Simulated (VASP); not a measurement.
# KPt4S8 (P-3m1) in VASP: single point with PBE+D3(BJ)

Aim: the single point of KPt4S8 with PBE+D3(BJ).

Program: VASP 6.6.1. These are calculated values, not measurements. Logs are shortened: lines on timing, memory, paths and dates and some standing lists are left out, and cuts for length are marked.

## Step 1: The cell of the first run

Symmetry: P-3m1, No. 164, trigonal system. The conventional cell has a = 7.119 Å, b = 7.119 Å, c = 7.299 Å, α = 90.00°, β = 90.00°, γ = 120.00°. Within 3.2 Å of Pt (site symmetry -3m) lie 6 S at 2.41 Å. Pt (site symmetry 2/m) has 6 S at 2.40 to 2.41 Å within 3.2 Å. Within 3.2 Å of S (site symmetry m) lie 3 Pt at 2.40 to 2.41 Å and 1 K at 3.17 Å. Within 3.2 Å of S (site symmetry 3m) lie 3 Pt at 2.41 Å. Within 4.2 Å of K (site symmetry -3m) lie 6 S at 3.17 Å and 2 Pt at 3.65 Å.

## Step 2: Single point, PBE+D3(BJ)

File INCAR:

```
ALGO = Normal
EDIFF = 1E-7
ENCUT = 520
GGA = PE
ISIF = 2
ISMEAR = 0
IVDW = 12
LASPH = T
LCHARG = T
LELF = T
LREAL = F
LVHAR = T
LWAVE = F
NBANDS = 60
NELM = 80
PREC = Accurate
SIGMA = 0.1
```

File KPOINTS:

```
k-points
0
Gamma
  6 6 4
```

File POSCAR:

```
KPt4S8
1.0
    7.1189346987      0.0000000000      0.0000000000
   -3.5594673493      6.1651782969      0.0000000000
    0.0000000000      0.0000000000      7.2986987919
Pt S K
4 8 1
Direct
    0.5000000000      0.5000000000      0.0000000000
    0.5000000000      0.0000000000      0.0000000000
    0.0000000000      0.5000000000      0.0000000000
    0.0000000000      0.0000000000      0.0000000000
    0.1653355856      0.3326677928      0.1696220854
    0.1666666667      0.8333333333      0.1723793964
    0.6673322072      0.3326677928      0.1696220854
    0.6673322072      0.8346644144      0.1696220854
    0.3326677928      0.1653355856      0.8303779146
    0.3326677928      0.6673322072      0.8303779146
    0.8333333333      0.1666666667      0.8276206036
    0.8346644144      0.6673322072      0.8303779146
    0.5000000000      0.5000000000      0.5000000000
```

Potentials or basis: VASP PAW PBE potentials, release 64 (Pt, S, K_sv).

Started as:

```sh
$ cat potpaw_PBE.64/Pt/POTCAR potpaw_PBE.64/S/POTCAR potpaw_PBE.64/K_sv/POTCAR > POTCAR
$ mpirun -np 1 vasp_std > vasp.out
```

OUTCAR:

```text
EDIFF = 1E-7
   ENCUT = 520
   GGA = PE
   ISIF = 2
   ISMEAR = 0
   IVDW = 12
   LASPH = T
   LREAL = F
   NELM = 80
   PREC = Accurate
 IVDW          = 12

 ion  position               nearest neighbor table
   1  0.500  0.500  0.000-   8 2.41   9 2.41   7 2.41  10 2.41   5 2.41  12 2.41  13 3.65  13 3.65

   2  0.500  0.000  0.000-   7 2.40  10 2.40   9 2.40   8 2.40   6 2.41  11 2.41
   3  0.000  0.500  0.000-   5 2.40  12 2.40  10 2.40   7 2.40  11 2.41   6 2.41
   4  0.000  0.000  0.000-   5 2.40  12 2.40   9 2.40   8 2.40  11 2.41   6 2.41
   5  0.165  0.333  0.170-   4 2.40   3 2.40   1 2.41  13 3.17
   6  0.167  0.833  0.172-   3 2.41   2 2.41   4 2.41
   7  0.667  0.333  0.170-   2 2.40   3 2.40   1 2.41  13 3.17
   8  0.667  0.835  0.170-   2 2.40   4 2.40   1 2.41  13 3.17
   9  0.333  0.165  0.830-   2 2.40   4 2.40   1 2.41  13 3.17
  10  0.333  0.667  0.830-   2 2.40   3 2.40   1 2.41  13 3.17
  11  0.833  0.167  0.828-   3 2.41   2 2.41   4 2.41
  12  0.835  0.667  0.830-   4 2.40   3 2.40   1 2.41  13 3.17
  13  0.500  0.500  0.500-   8 3.17   9 3.17   7 3.17  10 3.17   5 3.17  12 3.17   1 3.65   1 3.65

  LATTYP: Found a hexagonal cell.
 ALAT       =     7.1189346987
 C/A-ratio  =     1.0252515441

  Lattice vectors:

 A1 = (   7.1189346987,   0.0000000000,   0.0000000000)
 A2 = (  -3.5594673493,   6.1651782969,   0.0000000000)
 A3 = (   0.0000000000,   0.0000000000,   7.2986987919)

Analysis of symmetry for initial positions (statically):
=====================================================================
 Subroutine PRICEL returns:
 Original cell was already a primitive cell.

 Routine SETGRP: Setting up the symmetry group for a
 hexagonal supercell.

 Subroutine GETGRP returns: Found 12 space group operations
 (whereof  4 operations were pure point group operations)
 out of a pool of 24 trial point group operations.

The static configuration has the point symmetry C_2h.
 The point group associated with its full space group is D_3d.

Analysis of symmetry for dynamics (positions and initial velocities):
=====================================================================
 Subroutine PRICEL returns:
 Original cell was already a primitive cell.

 Routine SETGRP: Setting up the symmetry group for a
 hexagonal supercell.

 Subroutine GETGRP returns: Found 12 space group operations
 (whereof  4 operations were pure point group operations)
 out of a pool of 24 trial point group operations.

[... 134 lines left out ...]
   NUPDOWN=      -1.0000    fix difference up-down
   EMIN   =  10.00;   EMAX   =-10.00  energy-range for DOS
   EFERMI =   0.00;   METHOD = LEGACY
   ISMEAR =     0;   SIGMA  =   0.10  broadening in eV -4-tet -1-fermi 0-gaus
   EFERMI_NEDOS =   21; number of points for ismear=-14 and -15
   IALGO  =     38    algorithm
   IMIX   =      4    mixing-type and parameters
     AMIX     =   0.40;   BMIX     =  1.00
     AMIX_MAG =   1.60;   BMIX_MAG =  1.00
  volume/ion in A,a.u.               =      24.64       166.29
  Fermi-wavevector in a.u.,A,eV,Ry     =   1.099335  2.077442 16.443149  1.208537
  Thomas-Fermi vector in A             =   2.235728
   LORBIT       =      0    0 simple, 1 ext, 2 COOP (PROOUT), +10 PAW based schemes
   GGA     = PE    functional components
   LHFCALC =     F    Hartree Fock is set to
   AEXX    =    0.0000 exact exchange contribution
   IVDW    =    12    specifies the selected vdW correction
   LEPSILON=     F    determine dielectric tensor
   LRPA    =     F    only Hartree local field effects (RPA)
 non-spin polarized calculation
 Gauss-broadening in eV      SIGMA  =   0.10
  energy-cutoff  :      520.00
  volume of cell :      320.34
 maximum number of plane-waves:      8656
 NGX is ok and might be reduce to    54
   NGX = 27   NGY = 27   NGZ = 27

 number of electron      97.0000006 magnetization

 Free energy of the ion-electron system (eV)
  ---------------------------------------------------
  ext. energy  EPLUGINS =         0.00000000
  ---------------------------------------------------
  free energy    TOTEN  =       -64.45872715 eV

  energy without entropy =      -64.40457331  energy(sigma->0) =      -64.43165023

 E-fermi :   4.5582     XC(G=0):  -8.6800

 val. band max:        4.5533097947   @ k =   0.3333   0.1667   0.2500
 cond. band min:       4.5583892969   @ k =   0.5000  -0.0000   0.2500
 fundamental gap:      0.0050795021
 Fermi energy:         4.5582226825

 k-point     1 :       0.0000    0.0000    0.0000
  band No.  band energies     occupation
      1     -26.3471      2.00000
      2     -11.2087      2.00000
      3     -10.0716      2.00000
      4      -9.9367      2.00000
      5      -9.9367      2.00000
      6      -9.6611      2.00000
[... 1501 lines left out ...]
     59       9.1361      0.00000
     60       9.5130      0.00000

------------------------ aborting loop because EDIFF is reached ----------------------------------------

 Edisp (eV)   -4.24178

 E8    (eV) :    -1.7663

  FORCE on cell =-STRESS in cart. coord.  units (eV):
  Direction    XX          YY          ZZ          XY          YZ          ZX
  --------------------------------------------------------------------------------------
  -------------------------------------------------------------------------------------
  Total      -0.72119    -0.72119    -0.52584    -0.00000     0.00000    -0.00000
  in kB      -3.60706    -3.60706    -2.63003    -0.00000     0.00000    -0.00000
  external pressure =       -3.28 kB  Pullay stress =        0.00 kB

 VOLUME and BASIS-vectors are now :
 -----------------------------------------------------------------------------
  energy-cutoff  :      520.00
  volume of cell :      320.34
      direct lattice vectors                 reciprocal lattice vectors
     7.118934699  0.000000000  0.000000000     0.140470456  0.081100655  0.000000000
    -3.559467349  6.165178297  0.000000000     0.000000000  0.162201311  0.000000000
     0.000000000  0.000000000  7.298698792     0.000000000  0.000000000  0.137010723

 POSITION                                       TOTAL-FORCE (eV/Angst)
 -----------------------------------------------------------------------------------
      1.77973      3.08259      0.00000        -0.000000      0.000000     -0.000000
      3.55947      0.00000      0.00000        -0.000000      0.000000     -0.000000
     -1.77973      3.08259      0.00000        -0.000000      0.000000     -0.000000
      0.00000      0.00000      0.00000        -0.000000      0.000000     -0.000000
     -0.00711      2.05096      1.23802        -0.016520     -0.009538     -0.032815
     -1.77973      5.13765      1.25815        -0.000000      0.000000     -0.046931
      3.56657      2.05096      1.23802         0.016520     -0.009538     -0.032815
      1.77973      5.14585      1.23802         0.000000      0.019075     -0.032815
      1.77973      1.01932      6.06068        -0.000000     -0.019075      0.032815
     -0.00711      4.11422      6.06068        -0.016520      0.009538      0.032815
      5.33920      1.02753      6.04055        -0.000000      0.000000      0.046931
      3.56657      4.11422      6.06068         0.016520      0.009538      0.032815
      1.77973      3.08259      3.64935        -0.000000      0.000000     -0.000000
 -----------------------------------------------------------------------------------
    total drift:                                0.000000     -0.000000      0.000000

  FREE ENERGIE OF THE ION-ELECTRON SYSTEM (eV)
  ---------------------------------------------------
  free  energy   TOTEN  =       -68.7005038629 eV

  energy  without entropy=      -68.6463500201  energy(sigma->0) =      -68.67342694
```

It took 21 min on 1 thread of Oxide Virtual Turin-like, shared host; peak memory 0.59 GiB.

What came out:

| Item | Value |
| --- | --- |
| Free energy | -68.7005 eV |
| Pressure | -0.3 GPa |
| Largest force | 0.047 eV/Å |
| Dispersion energy per atom | -0.326 eV |

Forces in eV/Å, atoms in the order of the input:
```
Pt   0.000  0.000  0.000
Pt   0.000  0.000  0.000
Pt   0.000  0.000  0.000
Pt   0.000  0.000  0.000
S   -0.017 -0.010 -0.033
S    0.000  0.000 -0.047
S    0.017 -0.010 -0.033
S    0.000  0.019 -0.033
S    0.000 -0.019  0.033
S   -0.017  0.010  0.033
S    0.000  0.000  0.047
S    0.017  0.010  0.033
K    0.000  0.000  0.000
```

Levels at points of the mesh, in eV from the Fermi level:
| k point | band 45 | band 46 | band 47 | band 48 | band 49 | band 50 | band 51 | band 52 |
| --- | --- | --- | --- | --- | --- | --- | --- | --- |
| (0.00, 0.00, 0.00) | -2.78 | -2.46 | -2.08 | -2.08 | 0.85 | 0.85 | 0.95 | 1.07 |
| (0.50, 0.00, 0.00) | -2.14 | -2.08 | -2.04 | -2.00 | -0.07 | -0.04 | -0.03 | -0.02 |
| (0.00, 0.00, 0.50) | -2.88 | -2.63 | -2.09 | -2.09 | 1.00 | 1.00 | 1.05 | 1.10 |
| (0.50, 0.00, 0.50) | -2.13 | -2.07 | -2.01 | -2.01 | -0.19 | -0.12 | -0.04 | 0.08 |

Caveat: spin-orbit coupling is left out, which moves the levels of the heavy elements; pairwise dispersion overbinds metals, which lowers pressure and volume.
